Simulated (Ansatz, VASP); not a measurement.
# CeHf3O8 in VASP and in Ansatz

INCAR

```
ALGO = Normal ; EDIFF = 1E-6
ENCUT = 520 ; GGA = PE
ISIF = 2 ; ISMEAR = 0
LASPH = T ; LCHARG = F
LREAL = F ; LWAVE = F
NBANDS = 57 ; NELM = 100
PREC = Accurate ; SIGMA = 0.1
```

File KPOINTS:

```
k-points
0
Gamma
  4 4 4
```

File POSCAR:

```
CeHf3O8
1.0
   -2.7260094500      2.7260094500      5.4520189000
    2.7260094500     -2.7260094500      5.4520189000
    2.7260094500      2.7260094500     -5.4520189000
Ce Hf O
1 3 8
Direct
    0.5000000000      0.5000000000      0.0000000000
    0.7500000000      0.2500000000      0.5000000000
    0.2500000000      0.7500000000      0.5000000000
    0.0000000000      0.0000000000      0.0000000000
    0.1250000000      0.1250000000      0.5000000000
    0.6250000000      0.6250000000      0.5000000000
    0.8750000000      0.3750000000      0.0000000000
    0.3750000000      0.8750000000      0.0000000000
    0.8750000000      0.8750000000      0.5000000000
    0.3750000000      0.3750000000      0.5000000000
    0.6250000000      0.1250000000      0.0000000000
    0.1250000000      0.6250000000      0.0000000000
```

Input for Ansatz:

```yaml
crystal:
  lattice:
    - [-2.72600945, 2.72600945, 5.4520189]
    - [2.72600945, -2.72600945, 5.4520189]
    - [2.72600945, 2.72600945, -5.4520189]
  atoms:
    - { symbol: Ce, position: [0.5, 0.5, 0.0] }
    - { symbol: Hf, position: [0.75, 0.25, 0.5] }
    - { symbol: Hf, position: [0.25, 0.75, 0.5] }
    - { symbol: Hf, position: [0.0, 0.0, 0.0] }
    - { symbol: O, position: [0.125, 0.125, 0.5] }
    - { symbol: O, position: [0.625, 0.625, 0.5] }
    - { symbol: O, position: [0.875, 0.375, 0.0] }
    - { symbol: O, position: [0.375, 0.875, 0.0] }
    - { symbol: O, position: [0.875, 0.875, 0.5] }
    - { symbol: O, position: [0.375, 0.375, 0.5] }
    - { symbol: O, position: [0.625, 0.125, 0.0] }
    - { symbol: O, position: [0.125, 0.625, 0.0] }
basis:
  ecutwfc: 420
kpoints:
  mp_grid: { grid: [4, 4, 4] }
hamiltonian:
  xc: pbe
scf:
  occupations: { method: gaussian, width: 0.1 }
  lower_state_search: "off"
output:
  forces: true
  stress: true
  eigenvalues: true
```

Alike in both runs: task single point; functional PBE; k mesh 4 × 4 × 4; occupations gaussian, width 0.1 eV; no spin polarisation.

```csv
,VASP,Ansatz
version,VASP 6.6.1,Ansatz 0.2.0
potentials or method,"VASP PAW PBE potentials, release 64 (Ce, Hf_pv, O), cutoff 520 eV","scalar-relativistic, plane waves, PAW"
valence electrons in the cell,90,138
```

Ansatz gave:

* gap on the k mesh at the Fermi level (eV): 1.78
* least direct gap on the mesh (eV): 1.85
* pressure (GPa): -23.8
* rms of the force components (eV/Å): 0.617

Q: Estimate VASP's values.

A: gap on the k mesh at the Fermi level (eV): 1.76; least direct gap on the mesh (eV): 1.84; pressure (GPa): -25.4; rms of the force components (eV/Å): 0.653.

Atom by atom the forces differ by 0.036 eV/Å (rms over components). With one functional, cell and mesh, what is left measures potentials, basis and numerics. VASP's potentials hold 90 valence electrons a cell and Ansatz's 138, so a difference there can come from the potentials and not from the codes.

Neither program's run includes spin-orbit coupling.
